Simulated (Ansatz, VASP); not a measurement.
# BN in VASP and in Ansatz

INCAR

```
PREC = Accurate
ENCUT = 600
EDIFF = 1E-6
ISMEAR = 0
SIGMA = 0.05
LREAL = False
LASPH = True
NELM = 120
ALGO = Normal
ISIF = 2
LWAVE = False
LCHARG = False
GGA = PE
NBANDS = 11
GGA_COMPAT = False
```

KPOINTS

```
Automatic mesh
0
Gamma
  12 12 12
```

The input POSCAR:

```
BN
1.0
    0.0000000000      1.9573363945      1.8123485134
    1.9573363945      0.0000000000      1.8123485134
    1.9573363945      1.9573363945      0.0000000000
B N
1 1
Direct
    0.0000000000      0.0000000000      0.0000000000
    0.7500000000      0.7500000000      0.7500000000
```

Input for Ansatz:

```yaml
crystal:
  lattice:
    - [0.0, 1.9573363945, 1.8123485134]
    - [1.9573363945, 0.0, 1.8123485134]
    - [1.9573363945, 1.9573363945, 0.0]
  atoms:
    - { symbol: B, position: [0.0, 0.0, 0.0] }
    - { symbol: "N", position: [0.75, 0.75, 0.75] }
basis:
  ecutwfc: 420
kpoints:
  mp_grid: { grid: [12, 12, 12] }
hamiltonian:
  xc: pbe
scf:
  occupations: { method: gaussian, width: 0.05 }
output:
  forces: true
  stress: true
  eigenvalues: true
```

Change from the starting cell: strain +0.080 along x and y, +0.000 along z, atoms carried along.

Alike in both runs: task single point; functional PBE; k mesh 12 × 12 × 12; occupations gaussian, width 0.05 eV; no spin polarisation.

|  | VASP | Ansatz |
| --- | --- | --- |
| version | VASP 6.6.1 | Ansatz 0.2.0 |
| potentials or method | VASP PAW PBE potentials, release 64 (B, N), cutoff 600 eV | scalar-relativistic, plane waves, PAW |
| valence electrons in the cell | 8 | 8 |

Ansatz gave:

```
gap on the k mesh at the Fermi level (eV)                     : 3.20
least direct gap on the mesh (eV)                             : 7.36
pressure (GPa)                                                : -42.9
traceless stress, the component that is largest in VASP (GPa) : 24.26
```

Task: What did VASP give for the same quantities?

Result: gap on the k mesh at the Fermi level (eV): 3.19; least direct gap on the mesh (eV): 7.35; pressure (GPa): -43.2; traceless stress, the component that is largest in VASP (GPa): 24.27.

Both programs put the cell under strong tension, so it lies far from rest at this level.

Noted on VASP's run: the cell as given lies far from equilibrium.
